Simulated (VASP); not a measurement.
A run of VASP 6.6.1 is set up as follows.

Contents of INCAR:

```
SYSTEM = GaSi62
ALGO = Normal
EDIFF = 1E-6
ENCUT = 520
GGA = CA
ISIF = 2
ISMEAR = 0
ISPIN = 2
LASPH = .TRUE.
LCHARG = .TRUE.
LELF = .TRUE.
LORBIT = 11
LREAL = Auto
LVHAR = .TRUE.
LWAVE = .FALSE.
MAGMOM = 0 0 0 0 0 0 0 0 0 0 0 0 0 0 0 0 0 0 0 0 0 0 0 0 0 0 0 0 0 0 0 0 0 0 0 0 0 0 0 0 0 0 0 0 0 0 0 0 0 0 0 0 0 0 0 0 0 0 0 0 0 0 0
NBANDS = 172
NELM = 150
PREC = Accurate
SIGMA = 0.05
```

File KPOINTS:

```
k-points
0
G
  1 1 1
  0 0 0
```

POSCAR

```
GaSi62
1.0
   10.8600000000      0.0000000000      0.0000000000
    0.0000000000     10.8600000000      0.0000000000
    0.0000000000      0.0000000000     10.8600000000
Ga Si
1 62
Direct
    0.4161889503      0.0867141805     -0.0863402394
    0.6162590239      0.1278997238      0.1159229282
    0.7500379374      0.2513251381     -0.0015292818
    0.8751256906      0.3754457643      0.1271775322
    0.7436424494      0.0030092081      0.2436463168
    0.8749231123      0.1244689687      0.3742752302
   -0.0003075506      0.0001114180     -0.0002695212
    0.1241747698      0.1253975138      0.1259034070
    0.2604600368      0.2396312155      0.0043686004
    0.3745195212      0.3761194291      0.1263645488
    0.4999592081      0.5001310313     -0.0003239411
    0.6234099448      0.6277311234      0.1230138122
    0.7439219153      0.7558351750     -0.0030614180
    0.8718941989      0.8766898711      0.1231710866
    0.2489679558      0.0013037753      0.2499080110
    0.3753647330      0.1249189687      0.3750985267
    0.4988942910      0.2511305709      0.2498725599
    0.6270369245      0.3759212707      0.3746810313
    0.7489558932      0.5029478821      0.2487038674
    0.8754583794      0.6249295580      0.3749691529
    0.4999651013      0.0001597606      0.4996467772
    0.6268899632      0.1256430018      0.6231763352
    0.7518167587      0.2510720994      0.4987335175
    0.8777214549      0.3738389503      0.6260551565
    0.7500086556      0.0013874770      0.7485645488
    0.8753032228      0.1249364641      0.8749424494
    0.0019212707      0.4979070902      0.0000876611
    0.1242810313      0.6252921731      0.1265040516
    0.2490174954      0.7499313076     -0.0014525783
    0.3724665746      0.8816921731      0.1181546041
   -0.0000930939      0.2506871087      0.2515113260
    0.1264613260      0.3739311234      0.3774926335
    0.2488961326      0.5009508287      0.2513991713
    0.3756353591      0.6247764273      0.3751348987
    0.4976416206      0.7547884899      0.2449718232
    0.6234200737      0.8768371087      0.3719881215
    0.0017848987     -0.0003381215      0.5017950276
    0.1321961326      0.1219736648      0.6319640884
    0.2518088398      0.2481855433      0.5029594843
    0.3782186004      0.3670961326      0.6327290976
    0.4998275322      0.4975167587      0.5023192449
    0.6269088398      0.6252833333      0.6238780847
    0.7489352670      0.7511805709      0.4969102210
    0.8750912523      0.8727039595      0.6244432781
    0.2604464088     -0.0041828729      0.7601906077
    0.5058999079      0.2396731123      0.7601660221
    0.6269766114      0.3767064457      0.8741506446
    0.7517816759      0.5012556169      0.7486553407
    0.8751150092      0.6254467772      0.8753464088
   -0.0026662983      0.7512200737      0.2486444751
    0.1243688766      0.8732498158      0.3746410681
    0.0004316759      0.4996838858      0.5001728361
    0.1264568140      0.6223396869      0.6259575506
    0.2490005525      0.7484441989      0.4991031308
    0.3745655617      0.8736636280      0.6238894107
    0.0031912523      0.2482215470      0.7516122468
    0.1323613260      0.3676965009      0.8779122468
    0.2518125230      0.4968458564      0.7516528545
    0.3753621547      0.6247046041      0.8749567219
    0.4988875691      0.7499925414      0.7488058011
    0.6166696133      0.8835111418      0.8720803867
   -0.0000257827      0.7483690608      0.7491440147
    0.1243037753      0.8740418048      0.8744405157
```

Potentials or basis: VASP PAW LDA potentials, release 64 (Ga_d, Si).

Command:

```sh
$ cat potpaw_LDA.64/Ga_d/POTCAR potpaw_LDA.64/Si/POTCAR > POTCAR
$ mpirun -np 1 vasp_gam > vasp.out
```

Question: What does it give for the pressure?

Answer: -1.8 GPa.

Question: Predict the largest force.

Answer: 0.249 eV/Å.

Question: What does it give for the band gap on the k mesh?

Answer: 0.75 eV.

Stress tensor (GPa, compression positive):
```
-1.86  0.47 -0.49
 0.47 -1.80  0.34
-0.49  0.34 -1.81
```

Caveat: the k points lie up to 0.58 Å⁻¹ apart; no moment was typed at the start, so none could form.
